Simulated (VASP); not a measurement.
# Ag (I4/mmm) in VASP: notebook

The runs below take Ag through single point, with PBEsol.

All numbers are computed with VASP 6.6.1; they aren't measurements. Logs are shortened: lines on timing, memory, paths and dates and some standing lists are left out, and cuts for length are marked.

## (1) The cell of the first run

It takes space group I4/mmm (No. 139, tetragonal). Conventional cell: a = 2.846 Å, b = 2.846 Å, c = 4.147 Å, α = 90.00°, β = 90.00°, γ = 90.00°. Ag (site symmetry 4/mmm) has 12 Ag at 2.85 to 2.89 Å within 3.7 Å.

## (2) Single point, PBEsol (strain -0.015 along x and y, +0.015 along z)

INCAR

```
ALGO = Fast ; EDIFF = 1E-6
ENCUT = 520 ; GGA = PS
ISIF = 2 ; ISMEAR = 0
LASPH = True ; LCHARG = False
LREAL = False ; LWAVE = False
NBANDS = 12 ; NELM = 80
PREC = Accurate ; SIGMA = 0.15
```

KPOINTS

```
k-points
0
Gamma
  20 20 20
```

POSCAR

```
Ag
1.0
    0.0000000000      2.0124535000      2.0737465000
    2.0124535000      0.0000000000      2.0737465000
    2.0124535000      2.0124535000      0.0000000000
Ag
1
Direct
    0.0000000000      0.0000000000      0.0000000000
```

Potentials or basis: VASP PAW PBE potentials, release 64 (Ag).

Run with:

```
> cat potpaw_PBE.64/Ag/POTCAR > POTCAR
> mpirun -np 1 vasp_std > vasp.out
```

OUTCAR:

```text
EDIFF = 1E-6
   ENCUT = 520
   GGA = PS
   ISIF = 2
   ISMEAR = 0
   LASPH = True
   LREAL = False
   NELM = 80
   PREC = Accurate

 ion  position               nearest neighbor table
   1  0.000  0.000  0.000-

  LATTYP: Found a body centered tetragonal cell.
 ALAT       =     2.8460390333
 C/A-ratio  =     1.4572860567

  Lattice vectors:

 A1 = (  -2.0124535000,   0.0000000000,   2.0737465000)
 A2 = (   2.0124535000,   0.0000000000,   2.0737465000)
 A3 = (   0.0000000000,   2.0124535000,  -2.0737465000)

Analysis of symmetry for initial positions (statically):
=====================================================================
 Subroutine PRICEL returns:
 Original cell was already a primitive cell.

 Routine SETGRP: Setting up the symmetry group for a
 body centered tetragonal supercell.

 Subroutine GETGRP returns: Found 16 space group operations
 (whereof 16 operations were pure point group operations)
 out of a pool of 16 trial point group operations.

The static configuration has the point symmetry D_4h.

Analysis of symmetry for dynamics (positions and initial velocities):
=====================================================================
 Subroutine PRICEL returns:
 Original cell was already a primitive cell.

 Routine SETGRP: Setting up the symmetry group for a
 body centered tetragonal supercell.

 Subroutine GETGRP returns: Found 16 space group operations
 (whereof 16 operations were pure point group operations)
 out of a pool of 16 trial point group operations.

The dynamic configuration has the point symmetry D_4h.

 Subroutine INISYM returns: Found 16 space group operations
 (whereof 16 operations are pure point group operations),
 and found     1 'primitive' translations

----------------------------------------------------------------------------------------

                                     Primitive cell

  volume of cell :      16.7972

  direct lattice vectors                    reciprocal lattice vectors
     0.000000000  2.012453500  2.073746500    -0.248452946  0.248452946  0.241109509
     2.012453500  0.000000000  2.073746500     0.248452946 -0.248452946  0.241109509
     2.012453500  2.012453500  0.000000000     0.248452946  0.248452946 -0.241109509

  length of vectors
     2.889704766  2.889704766  2.846039033     0.426135574  0.426135574  0.426135574

  position of ions in fractional coordinates (direct lattice)
     0.000000000  0.000000000  0.000000000

  ion indices of the primitive-cell ions
   primitive index   ion index
                 1           1

----------------------------------------------------------------------------------------

 KPOINTS: k-points

Automatic generation of k-mesh.
 Grid dimensions read from file:
 generate k-points for:   20   20   20

 Generating k-lattice:

  Cartesian coordinates                     Fractional coordinates (reciprocal lattice)
    -0.012422647  0.012422647  0.012055475     0.050000000  0.000000000  0.000000000
     0.012422647 -0.012422647  0.012055475     0.000000000  0.050000000  0.000000000
     0.012422647  0.012422647 -0.012055475    -0.000000000 -0.000000000  0.050000000

  Length of vectors
     0.021306779  0.021306779  0.021306779

  Shift w.r.t. Gamma in fractional coordinates (k-lattice)
     0.000000000  0.000000000  0.000000000

 Subroutine IBZKPT returns following result:
 ===========================================

 Found    641 irreducible k-points:

 Following reciprocal coordinates:
            Coordinates               Weight
  0.000000  0.000000  0.000000      1.000000
  0.050000 -0.000000  0.000000      8.000000
  0.100000 -0.000000  0.000000      8.000000
  0.150000  0.000000  0.000000      8.000000
  0.200000 -0.000000  0.000000      8.000000
  0.250000 -0.000000  0.000000      8.000000
[... 16 lines left out ...]
 -0.400000  0.050000  0.000000      8.000000
 -0.350000  0.050000  0.000000      8.000000
 [... further k-points ...]
   k-points           NKPTS =    641   k-points in BZ     NKDIM =    641   number of bands    NBANDS=     12
   number of dos      NEDOS =    301   number of ions     NIONS =      1
   total plane-waves  NPLWV =  13824
   dimension x,y,z NGX =    24 NGY =   24 NGZ =   24
   dimension x,y,z NGXF=    48 NGYF=   48 NGZF=   48
   ions per type =               1
   NGX,Y,Z   is equivalent  to a cutoff of  13.81, 13.81, 14.02 a.u.
   NGXF,Y,Z  is equivalent  to a cutoff of  27.61, 27.61, 28.04 a.u.
 SYSTEM =  unknown system
   PREC   = accura    normal or accurate (medium, high low for compatibility)
   ISTART =      0    job   : 0-new  1-cont  2-samecut
   ICHARG =      2    charge: 1-file 2-atom 10-const
   ISPIN  =      1    spin polarized calculation?
   LNONCOLLINEAR =      F non collinear calculations
   LSORBIT =      F    spin-orbit coupling
   LASPH  =      T    aspherical Exc in radial PAW
   ENCUT  =  520.0 eV  38.22 Ry    6.18 a.u.   5.37  5.37  5.29*2*pi/ulx,y,z
   NELM   =     80;   NELMIN=  2; NELMDL= -5     # of ELM steps
   EDIFF  = 0.1E-05   stopping-criterion for ELM
   LREAL  =      F    real-space projection
   EDIFFG = 0.1E-04   stopping-criterion for IOM
   NSW    =      0    number of steps for IOM
   IBRION =     -1    ionic relax: 0-MD 1-quasi-New 2-CG
   NFREE  =      0    steps in history (QN), initial steepest desc. (CG)
   ISIF   =      2    stress and relaxation
   ISYM   =      2    0-nonsym 1-usesym 2-fastsym
   POTIM  = 0.5000    time-step for ionic-motion
   TEBEG  =    0.0;   TEEND  =   0.0 temperature during run
   PSTRESS=    0.0 pullay stress
   NELECT =      11.0000    total number of electrons
   NUPDOWN=      -1.0000    fix difference up-down
   EMIN   =  10.00;   EMAX   =-10.00  energy-range for DOS
   EFERMI =   0.00;   METHOD = LEGACY
   ISMEAR =     0;   SIGMA  =   0.15  broadening in eV -4-tet -1-fermi 0-gaus
   EFERMI_NEDOS =   21; number of points for ismear=-14 and -15
   IALGO  =     68    algorithm
   IMIX   =      4    mixing-type and parameters
     AMIX     =   0.40;   BMIX     =  1.00
     AMIX_MAG =   1.60;   BMIX_MAG =  1.00
  volume/ion in A,a.u.               =      16.80       113.35
  Fermi-wavevector in a.u.,A,eV,Ry     =   1.421652  2.686533 27.498655  2.021094
  Thomas-Fermi vector in A             =   2.542439
   LORBIT       =      0    0 simple, 1 ext, 2 COOP (PROOUT), +10 PAW based schemes
   GGA     = PS    functional components
   LHFCALC =     F    Hartree Fock is set to
   AEXX    =    0.0000 exact exchange contribution
   IVDW    =     0    specifies the selected vdW correction
   LEPSILON=     F    determine dielectric tensor
   LRPA    =     F    only Hartree local field effects (RPA)
 non-spin polarized calculation
 RMM-DIIS sequential band-by-band and
 Gauss-broadening in eV      SIGMA  =   0.15
  energy-cutoff  :      520.00
  volume of cell :       16.80
 maximum number of plane-waves:       467
 NGX is ok and might be reduce to    24
   NGX = 11   NGY = 11   NGZ = 11

 number of electron      11.0000000 magnetization

 Free energy of the ion-electron system (eV)
  ---------------------------------------------------
  ext. energy  EPLUGINS =         0.00000000
  ---------------------------------------------------
  free energy    TOTEN  =        -3.31070942 eV

  energy without entropy =       -3.30833732  energy(sigma->0) =       -3.30952337

 E-fermi :   8.4319     XC(G=0): -12.5014

 val. band max:        8.4276917448   @ k =   0.4500  -0.0000   0.3000
 cond. band min:       8.4349383609   @ k =  -0.2500   0.2500   0.1500
 fundamental gap:      0.0072466161
 Fermi energy:         8.4319312521

 k-point     1 :       0.0000    0.0000    0.0000
  band No.  band energies     occupation
      1       0.4994      2.00000
      2       3.4856      2.00000
      3       3.6844      2.00000
      4       3.6844      2.00000
      5       4.5844      2.00000
      6       4.7913      2.00000
      7      24.4718      0.00000
      8      27.8445      0.00000
      9      28.2594      0.00000
     10      28.2594      0.00000
     11      32.9741      0.00000
     12      34.0866      0.00000

 k-point     2 :       0.0500   -0.0000    0.0000
  band No.  band energies     occupation
      1       0.5790      2.00000
      2       3.4949      2.00000
      3       3.6784      2.00000
      4       3.7068      2.00000
      5       4.5776      2.00000
      6       4.7801      2.00000
      7      24.4962      0.00000
      8      27.3808      0.00000
      9      28.0597      0.00000
     10      28.2957      0.00000
     11      33.1388      0.00000
     12      34.0326      0.00000

 k-point     3 :       0.1000   -0.0000    0.0000
  band No.  band energies     occupation
      1       0.8109      2.00000
      2       3.4998      2.00000
      3       3.6851      2.00000
      4       3.7678      2.00000
      5       4.5657      2.00000
      6       4.7531      2.00000
      7      24.4008      0.00000
      8      26.0937      0.00000
      9      28.1233      0.00000
     10      28.3890      0.00000
     11      32.3928      0.00000
     12      33.7858      0.00000
[... 286 lines left out ...]
 k-point    23 :      -0.4000    0.0500    0.0000
  band No.  band energies     occupation
      1       2.0426      2.00000
      2       3.5259      2.00000
      3       3.7510      2.00000
      4       5.2653      2.00000
      5       5.3035      2.00000
      6       7.0846      2.00000
      7      13.6284      0.00000
      8      23.5899      0.00000
      9      25.7905      0.00000
     10      27.3166      0.00000
     11      31.5429      0.00000
     12      31.7963      0.00000

 k-point    24 :      -0.3500    0.0500    0.0000
  band No.  band energies     occupation
      1       2.0936      2.00000
      2       3.5846      2.00000
      3       3.8033      2.00000
      4       4.9930      2.00000
      5       5.1327      2.00000
      6       6.1330      2.00000
      7      15.2722      0.00000
      8      23.8203      0.00000
      9      26.1114      0.00000
     10      28.0563      0.00000
     11      31.4253      0.00000
     12      31.6386      0.00000

 [... further k-points ...]

------------------------ aborting loop because EDIFF is reached ----------------------------------------

  FORCE on cell =-STRESS in cart. coord.  units (eV):
  Direction    XX          YY          ZZ          XY          YZ          ZX
  --------------------------------------------------------------------------------------
  -------------------------------------------------------------------------------------
  Total       -0.0593509     -0.0593509     -0.2043488      0.0000000      0.0000000      0.0000000
  in kB       -5.6610919     -5.6610919    -19.4915038      0.0000000      0.0000000      0.0000000
  external PRESSURE =     -10.2712292 kB  Pullay stress =       0.0000000 kB

 VOLUME and BASIS-vectors are now :
 -----------------------------------------------------------------------------
  energy-cutoff  :      520.00
  volume of cell :       16.80
      direct lattice vectors                 reciprocal lattice vectors
     0.000000000  2.012453500  2.073746500    -0.248452946  0.248452946  0.241109509
     2.012453500  0.000000000  2.073746500     0.248452946 -0.248452946  0.241109509
     2.012453500  2.012453500  0.000000000     0.248452946  0.248452946 -0.241109509

 POSITION                                       TOTAL-FORCE (eV/Angst)
 -----------------------------------------------------------------------------------
      0.00000      0.00000      0.00000         0.000000      0.000000     -0.000000
 -----------------------------------------------------------------------------------
    total drift:                               -0.000000      0.000000     -0.000000

  FREE ENERGIE OF THE ION-ELECTRON SYSTEM (eV)
  ---------------------------------------------------
  free  energy   TOTEN  =        -3.3107094211 eV

  energy  without entropy=       -3.3083373198  energy(sigma->0) =       -3.30952337
```

Run time: 33 s. Hardware: 1 thread of Intel Xeon 6975P-C (Granite Rapids), shared host; peak memory 0.24 GiB.

What came out:

| Quantity | Value |
| --- | --- |
| Free energy | -3.3107 eV |
| Pressure | -1.0 GPa |
| Band gap on the k mesh | zero (an odd number of electrons rules out a gap without spin polarisation) |

Levels at points of the mesh, in eV from the Fermi level:
| k point | band 3 | band 4 | band 5 | band 6 | band 7 | band 8 | band 9 | band 10 |
| --- | --- | --- | --- | --- | --- | --- | --- | --- |
| (0.00, 0.00, 0.00) | -4.75 | -4.75 | -3.85 | -3.64 | 16.04 | 19.41 | 19.83 | 19.83 |
| (0.50, 0.00, 0.00) | -4.74 | -2.96 | -2.88 | -0.49 | 3.68 | 15.20 | 17.70 | 18.33 |
| (0.50, 0.50, 0.00) | -2.94 | -2.72 | -2.72 | 1.20 | 6.35 | 11.05 | 11.05 | 17.69 |
| (0.50, 0.00, 0.50) | -2.96 | -2.78 | -2.63 | 1.71 | 7.09 | 10.49 | 10.53 | 17.19 |

Caveat: the cell differs from its parent crystal (strain -0.015 along x and y, +0.015 along z); the PAW data sets were made with another functional, which shifts forces and pressure a little.

(Continued in part 2 of 2.)
